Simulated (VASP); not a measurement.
# MoS2 (P-3m1) in VASP: notebook

MoS2 is run at these levels: LDA; tasks: single point.

Everything below comes from runs of VASP 6.6.1. Logs are shortened: lines on timing, memory, paths and dates and some standing lists are left out, and cuts for length are marked.

## Step 1: The cell of the first run

Symmetry: P-3m1, No. 164, trigonal system. Conventional cell: a = 3.162 Å, b = 3.162 Å, c = 6.184 Å, α = 90.00°, β = 90.00°, γ = 120.00°. Mo (site symmetry -3m) has 6 S at 2.37 Å within 3.1 Å. Within 3.1 Å of S (site symmetry 3m) lie 3 Mo at 2.37 Å.

## Step 2: Single point, LDA

Input file INCAR:

```
SYSTEM = MoS2
PREC = Accurate
ENCUT = 520
EDIFF = 1E-7
ISMEAR = 0
SIGMA = 0.15
LREAL = .False.
LASPH = .True.
NELM = 80
ALGO = Normal
ISIF = 2
LWAVE = .False.
LCHARG = .False.
GGA = CA
NBANDS = 20
```

Input file KPOINTS:

```
Automatic mesh
0
Gamma
  10 10 5
  0 0 0
```

Input file POSCAR:

```
MoS2
1.0
    3.1615798804      0.0000000000      0.0000000000
   -1.5807894504      2.7380078265      0.0000000000
    0.0000000000      0.0000000000      6.1836108624
Mo S
1 2
Direct
    0.0000000000      0.0000000000      0.5000000000
    0.3333333333      0.6666666667      0.2553190000
    0.6666666667      0.3333333333      0.7446810000
```

Potentials or basis: VASP PAW LDA potentials, release 64 (Mo_sv, S).

Launch:

```console
$ cat potpaw_LDA.64/Mo_sv/POTCAR potpaw_LDA.64/S/POTCAR > POTCAR
$ mpirun -np 1 vasp_std > vasp.out
```

OUTCAR:

```text
SYSTEM = MoS2
   PREC = Accurate
   ENCUT = 520
   EDIFF = 1E-7
   ISMEAR = 0
   LREAL = .False.
   LASPH = .True.
   NELM = 80
   ISIF = 2
   GGA = CA

 ion  position               nearest neighbor table
   1  0.000  0.000  0.500-   2 2.37   3 2.37   3 2.37   2 2.37   3 2.37   2 2.37
   2  0.333  0.667  0.255-   1 2.37   1 2.37   1 2.37
   3  0.667  0.333  0.745-   1 2.37   1 2.37   1 2.37

  LATTYP: Found a hexagonal cell.
 ALAT       =     3.1615798804
 C/A-ratio  =     1.9558610240

  Lattice vectors:

 A1 = (   3.1615798804,   0.0000000000,   0.0000000000)
 A2 = (  -1.5807894504,   2.7380078265,   0.0000000000)
 A3 = (   0.0000000000,   0.0000000000,   6.1836108624)

Analysis of symmetry for initial positions (statically):
=====================================================================
 Subroutine PRICEL returns:
 Original cell was already a primitive cell.

 Routine SETGRP: Setting up the symmetry group for a
 hexagonal supercell.

 Subroutine GETGRP returns: Found 12 space group operations
 (whereof 12 operations were pure point group operations)
 out of a pool of 24 trial point group operations.

The static configuration has the point symmetry D_3d.

Analysis of symmetry for dynamics (positions and initial velocities):
=====================================================================
 Subroutine PRICEL returns:
 Original cell was already a primitive cell.

 Routine SETGRP: Setting up the symmetry group for a
 hexagonal supercell.

 Subroutine GETGRP returns: Found 12 space group operations
 (whereof 12 operations were pure point group operations)
 out of a pool of 24 trial point group operations.

The dynamic configuration has the point symmetry D_3d.

 Subroutine INISYM returns: Found 12 space group operations
 (whereof 12 operations are pure point group operations),
 and found     1 'primitive' translations

----------------------------------------------------------------------------------------

                                     Primitive cell

  volume of cell :      53.5280

  direct lattice vectors                    reciprocal lattice vectors
     3.161579880  0.000000000  0.000000000     0.316297559  0.182614469  0.000000000
    -1.580789450  2.738007827  0.000000000     0.000000000  0.365229051  0.000000000
     0.000000000  0.000000000  6.183610862     0.000000000  0.000000000  0.161717809

  length of vectors
     3.161579880  3.161579059  6.183610862     0.365228956  0.365229051  0.161717809

  position of ions in fractional coordinates (direct lattice)
     0.000000000  0.000000000  0.500000000
     0.333333333  0.666666667  0.255319000
     0.666666667  0.333333333  0.744681000

  ion indices of the primitive-cell ions
   primitive index   ion index
                 1           1
                 2           2
                 3           3

----------------------------------------------------------------------------------------

 KPOINTS: Automatic mesh

Automatic generation of k-mesh.
 Grid dimensions read from file:
 generate k-points for:   10   10    5

 Generating k-lattice:

  Cartesian coordinates                     Fractional coordinates (reciprocal lattice)
     0.031629756  0.018261447  0.000000000     0.100000000  0.000000000  0.000000000
     0.000000000  0.036522905  0.000000000     0.000000000  0.100000000  0.000000000
     0.000000000  0.000000000  0.032343562     0.000000000  0.000000000  0.200000000

  Length of vectors
     0.036522896  0.036522905  0.032343562

  Shift w.r.t. Gamma in fractional coordinates (k-lattice)
     0.000000000  0.000000000  0.000000000

 Subroutine IBZKPT returns following result:
 ===========================================

 Found     58 irreducible k-points:

 Following reciprocal coordinates:
            Coordinates               Weight
  0.000000  0.000000  0.000000      1.000000
  0.100000 -0.000000  0.000000      6.000000
  0.200000 -0.000000  0.000000      6.000000
  0.300000  0.000000  0.000000      6.000000
  0.400000  0.000000  0.000000      6.000000
  0.500000  0.000000  0.000000      3.000000
[... 16 lines left out ...]
  0.000000  0.400000  0.200000      6.000000
  0.500000  0.000000  0.200000      6.000000
 [... further k-points ...]
   k-points           NKPTS =     58   k-points in BZ     NKDIM =     58   number of bands    NBANDS=     20
   number of dos      NEDOS =    301   number of ions     NIONS =      3
   total plane-waves  NPLWV =  27648
   dimension x,y,z NGX =    24 NGY =   24 NGZ =   48
   dimension x,y,z NGXF=    48 NGYF=   48 NGZF=   96
   ions per type =               1   2
   NGX,Y,Z   is equivalent  to a cutoff of  12.62, 12.62, 12.90 a.u.
   NGXF,Y,Z  is equivalent  to a cutoff of  25.24, 25.24, 25.81 a.u.
 SYSTEM =  MoS2
   PREC   = accura    normal or accurate (medium, high low for compatibility)
   ISTART =      0    job   : 0-new  1-cont  2-samecut
   ICHARG =      2    charge: 1-file 2-atom 10-const
   ISPIN  =      1    spin polarized calculation?
   LNONCOLLINEAR =      F non collinear calculations
   LSORBIT =      F    spin-orbit coupling
   LASPH  =      T    aspherical Exc in radial PAW
   ENCUT  =  520.0 eV  38.22 Ry    6.18 a.u.   5.88  5.88 11.50*2*pi/ulx,y,z
   NELM   =     80;   NELMIN=  2; NELMDL= -5     # of ELM steps
   EDIFF  = 0.1E-06   stopping-criterion for ELM
   LREAL  =      F    real-space projection
   EDIFFG = 0.1E-05   stopping-criterion for IOM
   NSW    =      0    number of steps for IOM
   IBRION =     -1    ionic relax: 0-MD 1-quasi-New 2-CG
   NFREE  =      0    steps in history (QN), initial steepest desc. (CG)
   ISIF   =      2    stress and relaxation
   ISYM   =      2    0-nonsym 1-usesym 2-fastsym
   POTIM  = 0.5000    time-step for ionic-motion
   TEBEG  =    0.0;   TEEND  =   0.0 temperature during run
   PSTRESS=    0.0 pullay stress
   NELECT =      26.0000    total number of electrons
   NUPDOWN=      -1.0000    fix difference up-down
   EMIN   =  10.00;   EMAX   =-10.00  energy-range for DOS
   EFERMI =   0.00;   METHOD = LEGACY
   ISMEAR =     0;   SIGMA  =   0.15  broadening in eV -4-tet -1-fermi 0-gaus
   EFERMI_NEDOS =   21; number of points for ismear=-14 and -15
   IALGO  =     38    algorithm
   IMIX   =      4    mixing-type and parameters
     AMIX     =   0.40;   BMIX     =  1.00
     AMIX_MAG =   1.60;   BMIX_MAG =  1.00
  volume/ion in A,a.u.               =      17.84       120.41
  Fermi-wavevector in a.u.,A,eV,Ry     =   1.286883  2.431856 22.532159  1.656067
  Thomas-Fermi vector in A             =   2.418930
   LORBIT       =      0    0 simple, 1 ext, 2 COOP (PROOUT), +10 PAW based schemes
   GGA     = CA    functional components
   LHFCALC =     F    Hartree Fock is set to
   AEXX    =    0.0000 exact exchange contribution
   IVDW    =     0    specifies the selected vdW correction
   LEPSILON=     F    determine dielectric tensor
   LRPA    =     F    only Hartree local field effects (RPA)
 non-spin polarized calculation
 Gauss-broadening in eV      SIGMA  =   0.15
  energy-cutoff  :      520.00
  volume of cell :       53.53
 maximum number of plane-waves:      1462
   NGX = 11   NGY = 11   NGZ = 23

 number of electron      25.9999998 magnetization

 Free energy of the ion-electron system (eV)
  ---------------------------------------------------
  ext. energy  EPLUGINS =         0.00000000
  ---------------------------------------------------
  free energy    TOTEN  =       -23.58616908 eV

  energy without entropy =      -23.57574666  energy(sigma->0) =      -23.58095787

 E-fermi :   7.6114     XC(G=0): -11.0590

 val. band max:        7.5689941703   @ k =   0.2000   0.2000   0.4000
 cond. band min:       7.7083709167   @ k =   0.1000  -0.0000   0.2000
 fundamental gap:      0.1393767464
 Fermi energy:         7.6113955970

 k-point     1 :       0.0000    0.0000    0.0000
  band No.  band energies     occupation
      1     -53.8468      2.00000
      2     -28.1370      2.00000
      3     -28.0339      2.00000
      4     -28.0339      2.00000
      5      -7.6101      2.00000
      6      -5.9482      2.00000
[... 12 lines left out ...]
     19      14.1154      0.00000
     20      17.1376      0.00000

 k-point     2 :       0.1000   -0.0000    0.0000
  band No.  band energies     occupation
      1     -53.8426      2.00000
      2     -28.1287      2.00000
      3     -28.0752      2.00000
      4     -28.0432      2.00000
      5      -7.4429      2.00000
      6      -5.9201      2.00000
[... 12 lines left out ...]
     19      14.6169      0.00000
     20      16.6940      0.00000

 k-point     3 :       0.2000   -0.0000    0.0000
  band No.  band energies     occupation
      1     -53.8317      2.00000
      2     -28.1824      2.00000
      3     -28.1068      2.00000
      4     -28.0676      2.00000
      5      -6.9773      2.00000
      6      -5.8419      2.00000
[... 12 lines left out ...]
     19      15.5262      0.00000
     20      16.4313      0.00000

 k-point     4 :       0.3000    0.0000    0.0000
  band No.  band energies     occupation
      1     -53.8182      2.00000
      2     -28.3123      2.00000
      3     -28.0976      2.00000
      4     -28.0798      2.00000
      5      -6.3530      2.00000
      6      -5.6992      2.00000
[... 12 lines left out ...]
     19      14.8827      0.00000
     20      15.5764      0.00000

 k-point     5 :       0.4000    0.0000    0.0000
  band No.  band energies     occupation
      1     -53.8073      2.00000
      2     -28.4155      2.00000
      3     -28.1217      2.00000
      4     -28.0578      2.00000
      5      -5.9603      2.00000
      6      -5.3315      2.00000
[... 12 lines left out ...]
     19      14.4544      0.00000
     20      15.4724      0.00000

 k-point     6 :       0.5000    0.0000    0.0000
  band No.  band energies     occupation
      1     -53.8031      2.00000
      2     -28.4544      2.00000
      3     -28.1308      2.00000
      4     -28.0493      2.00000
      5      -5.8882      2.00000
      6      -5.0507      2.00000
[... 12 lines left out ...]
     19      14.7587      0.00000
     20      16.0014      0.00000

 k-point     7 :       0.1000    0.1000    0.0000
  band No.  band energies     occupation
      1     -53.8351      2.00000
      2     -28.1464      2.00000
      3     -28.1138      2.00000
      4     -28.0630      2.00000
      5      -7.1252      2.00000
      6      -5.8677      2.00000
[... 12 lines left out ...]
     19      15.4988      0.00000
     20      16.5478      0.00000
[... 277 lines left out ...]
 k-point    20 :       0.3000    0.0000    0.2000
  band No.  band energies     occupation
      1     -53.8182      2.00000
      2     -28.3123      2.00000
      3     -28.0976      2.00000
      4     -28.0798      2.00000
      5      -6.3627      2.00000
      6      -5.6784      2.00000
[... 12 lines left out ...]
     19      14.3283      0.00000
     20      16.7756      0.00000

 k-point    21 :       0.0000    0.3000    0.2000
  band No.  band energies     occupation
      1     -53.8182      2.00000
      2     -28.3123      2.00000
      3     -28.0976      2.00000
      4     -28.0798      2.00000
      5      -6.2591      2.00000
      6      -5.8159      2.00000
[... 12 lines left out ...]
     19      15.3112      0.00000
     20      15.5080      0.00000

 k-point    22 :       0.4000    0.0000    0.2000
  band No.  band energies     occupation
      1     -53.8073      2.00000
      2     -28.4154      2.00000
      3     -28.1217      2.00000
      4     -28.0578      2.00000
      5      -6.0215      2.00000
      6      -5.2417      2.00000
[... 12 lines left out ...]
     19      13.9049      0.00000
     20      16.5038      0.00000

 k-point    23 :       0.0000    0.4000    0.2000
  band No.  band energies     occupation
      1     -53.8073      2.00000
      2     -28.4155      2.00000
      3     -28.1217      2.00000
      4     -28.0578      2.00000
      5      -5.9241      2.00000
      6      -5.3795      2.00000
[... 12 lines left out ...]
     19      14.2185      0.00000
     20      15.3072      0.00000

 k-point    24 :       0.5000    0.0000    0.2000
  band No.  band energies     occupation
      1     -53.8031      2.00000
      2     -28.4544      2.00000
      3     -28.1308      2.00000
      4     -28.0494      2.00000
      5      -5.9131      2.00000
      6      -5.0135      2.00000
[... 12 lines left out ...]
     19      14.1424      0.00000
     20      15.3322      0.00000

 [... further k-points ...]

------------------------ aborting loop because EDIFF is reached ----------------------------------------

  FORCE on cell =-STRESS in cart. coord.  units (eV):
  Direction    XX          YY          ZZ          XY          YZ          ZX
  --------------------------------------------------------------------------------------
  -------------------------------------------------------------------------------------
  Total        0.4675503      0.4675500      2.0610107      0.0000001      0.0000000      0.0000000
  in kB       13.9945161     13.9945093     61.6892974      0.0000025      0.0000000      0.0000000
  external PRESSURE =      29.8927743 kB  Pullay stress =       0.0000000 kB

 VOLUME and BASIS-vectors are now :
 -----------------------------------------------------------------------------
  energy-cutoff  :      520.00
  volume of cell :       53.53
      direct lattice vectors                 reciprocal lattice vectors
     3.161579880  0.000000000  0.000000000     0.316297559  0.182614469  0.000000000
    -1.580789450  2.738007827  0.000000000     0.000000000  0.365229051  0.000000000
     0.000000000  0.000000000  6.183610862     0.000000000  0.000000000  0.161717809

 POSITION                                       TOTAL-FORCE (eV/Angst)
 -----------------------------------------------------------------------------------
      0.00000      0.00000      3.09181         0.000000      0.000000     -0.000000
      0.00000      1.82534      1.57879        -0.000000     -0.000000     -0.908670
      1.58079      0.91267      4.60482         0.000000     -0.000000      0.908670
 -----------------------------------------------------------------------------------
    total drift:                                0.000000      0.000000      0.000000

  FREE ENERGIE OF THE ION-ELECTRON SYSTEM (eV)
  ---------------------------------------------------
  free  energy   TOTEN  =       -23.5861690842 eV

  energy  without entropy=      -23.5757466574  energy(sigma->0) =      -23.58095787
```

Run time: 19 s. Hardware: 1 thread of Intel Xeon 6975P-C (Granite Rapids), shared host; peak memory 0.18 GiB.

Results:

```
Free energy            : -23.5862 eV
Pressure               : 3.0 GPa
Largest force          : 0.909 eV/Å
Band gap on the k mesh : zero (band 13 reaches 8.00 eV, above the bottom of band 14 at 7.25 eV)
```

Forces in eV/Å, atoms in the order of the input:
```
Mo   0.000  0.000  0.000
S    0.000  0.000 -0.909
S    0.000  0.000  0.909
```

Levels at points of the mesh, in eV from the Fermi level:
```csv
k point,band 11,band 12,band 13,band 14,band 15,band 16
"(0.00, 0.00, 0.00)",-1.31,-1.13,-1.13,-0.29,-0.29,3.41
"(0.50, 0.00, 0.00)",-3.36,-1.88,-1.85,0.99,1.80,3.87
```

## Step 3: Single point, LDA

This run uses another cell than the first one, of 18.22 Å³/atom, 1.021 times its volume.

Input file INCAR:

```
SYSTEM = MoS2
PREC = Accurate
ENCUT = 520
EDIFF = 1E-6
ISMEAR = 0
SIGMA = 0.15
LREAL = .FALSE.
LASPH = .TRUE.
NELM = 100
ALGO = Normal
ISIF = 2
LWAVE = .FALSE.
LCHARG = .TRUE.
GGA = CA
LELF = .TRUE.
LVHAR = .TRUE.
NBANDS = 20
```

Input file KPOINTS:

```
Automatic mesh
0
G
  10 10 5
  0 0 0
```

Input file POSCAR:

```
MoS2
1.0
    3.1838452610      0.0000000000      0.0000000000
   -1.5919221373      2.7572902071      0.0000000000
    0.0000000000      0.0000000000      6.2271588526
Mo S
1 2
Direct
    0.0000000000      0.0000000000      0.5000000000
    0.3333333333      0.6666666667      0.2553190000
    0.6666666667      0.3333333333      0.7446810000
```

Potentials or basis: VASP PAW LDA potentials, release 64 (Mo_sv, S).

Launch:

```console
$ cat potpaw_LDA.64/Mo_sv/POTCAR potpaw_LDA.64/S/POTCAR > POTCAR
$ mpirun -np 1 vasp_std > vasp.out
```

Wall time 17 s (1 thread of Intel Xeon 6975P-C (Granite Rapids), shared host); peak memory 0.18 GiB.

The run converged. Its results:

```
Free energy            : -23.5961 eV
Pressure               : -0.3 GPa
Largest force          : 0.531 eV/Å
Band gap on the k mesh : zero (band 13 reaches 7.71 eV, above the bottom of band 14 at 6.96 eV)
```

Forces on the atoms (eV/Å):
```
Mo   0.000  0.000  0.000
S    0.000  0.000 -0.531
S    0.000  0.000  0.531
```

Stress tensor (GPa, compression positive):
```
-1.71  0.00  0.00
 0.00 -1.71  0.00
 0.00  0.00  2.59
```

Levels at points of the mesh, in eV from the Fermi level:
```tsv
k point	band 11	band 12	band 13	band 14	band 15	band 16
(0.00, 0.00, 0.00)	-1.25	-1.08	-1.08	-0.31	-0.31	3.32
(0.50, 0.00, 0.00)	-3.31	-1.84	-1.82	0.95	1.75	3.79
```

(Part 1 of 2 ends here.)
